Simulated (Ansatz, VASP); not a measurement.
**C: VASP beside Ansatz**

INCAR

```
SYSTEM = C
  PREC = Accurate
  ENCUT = 600
  EDIFF = 1E-6
  ISMEAR = 0
  SIGMA = 0.02
  LREAL = .FALSE.
  LASPH = .TRUE.
  NELM = 120
  ALGO = Normal
  ISIF = 2
  LWAVE = .FALSE.
  LCHARG = .FALSE.
  GGA = PE
  NBANDS = 11
  GGA_COMPAT = .FALSE.
```

Contents of KPOINTS:

```
regular mesh
0
G
  12 12 12
  0 0 0
```

POSCAR

```
C
1.0
    0.0000000000      1.7677192697      1.7677192697
    1.7677192697      0.0000000000      1.7677192697
    1.7677192697      1.7677192697      0.0000000000
C
2
Direct
    0.0000000000      0.0000000000      0.0000000000
    0.2500000000      0.2500000000      0.2500000000
```

Input for Ansatz:

```yaml
crystal:
  lattice:
    - [0.0, 1.7677192697, 1.7677192697]
    - [1.7677192697, 0.0, 1.7677192697]
    - [1.7677192697, 1.7677192697, 0.0]
  atoms:
    - { symbol: C, position: [0.0, 0.0, 0.0] }
    - { symbol: C, position: [0.25, 0.25, 0.25] }
basis: {}
kpoints:
  mp_grid: { grid: [12, 12, 12] }
hamiltonian:
  xc: pbe
  pseudopotentials: { kind: all_electron, lapw: {} }
scf:
  occupations: { method: gaussian, width: 0.02 }
output:
  forces: true
  stress: true
  eigenvalues: true
```

Alike in both runs: task single point; functional PBE; k mesh 12 × 12 × 12; occupations gaussian, width 0.02 eV; no spin polarisation.

|  | VASP | Ansatz |
| --- | --- | --- |
| version | VASP 6.6.1 | Ansatz 0.2.0 |
| potentials or method | VASP PAW PBE potentials, release 64 (C), cutoff 600 eV | scalar-relativistic, all-electron LAPW |

|  | VASP | Ansatz | Ansatz less VASP |
| --- | --- | --- | --- |
| gap on the k mesh at the Fermi level (eV) | 4.21 | 4.22 | +0.009 |
| least direct gap on the mesh (eV) | 5.66 | 5.67 | +0.010 |
| pressure (GPa) | 14.0 | 14.0 | -0.07 |

Ansatz ran all-electron here, and VASP with PAW potentials.
